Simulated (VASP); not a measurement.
A run of VASP 6.6.1 is set up as follows.

Contents of INCAR:

```
PREC = Accurate ; ENCUT = 500
EDIFF = 1E-6 ; ISMEAR = 1
SIGMA = 0.025 ; LREAL = False
LASPH = True ; NELM = 120
ALGO = Normal ; ISIF = 2
LWAVE = False ; LCHARG = False
GGA = PE ; IVDW = 12
NBANDS = 36 ; GGA_COMPAT = False
```

The input KPOINTS:

```
regular mesh
0
Gamma
  4 4 3
```

POSCAR

```
BaAuS
1.0
    2.9731527284      4.4497814474      0.0000000000
    2.9731527284     -4.4497814474      0.0000000000
    0.0000000000      0.0000000000     -5.8860739451
Ba Au S
2 2 2
Direct
    0.3497891609      0.6502108391      0.7500000000
    0.6502108391      0.3497891609      0.2500000000
    0.0000000000      0.0000000000      0.0000000000
    0.0000000000      0.0000000000      0.5000000000
    0.7360808813      0.2639191187      0.7500000000
    0.2639191187      0.7360808813      0.2500000000
```

Potentials or basis: VASP PAW PBE potentials, release 64 (Ba_sv, Au, S).

The run is started by

```console
$ cat potpaw_PBE.64/Ba_sv/POTCAR potpaw_PBE.64/Au/POTCAR potpaw_PBE.64/S/POTCAR > POTCAR
$ mpirun -np 1 vasp_std > vasp.out
```

Q: Predict the dispersion energy per atom.

A: -0.378 eV.

Q: Estimate the band gap on the k mesh.

A: Zero (bands 27 and 28 overlap by 0.92 eV).

Q: Predict the pressure.

A: 0.4 GPa.

Stress tensor (GPa, compression positive):
```
0.43 0.00 0.00
0.00 0.11 0.00
0.00 0.00 0.54
```

Caveat: three body term missing; spin-orbit coupling is left out, which moves the levels of the heavy elements.
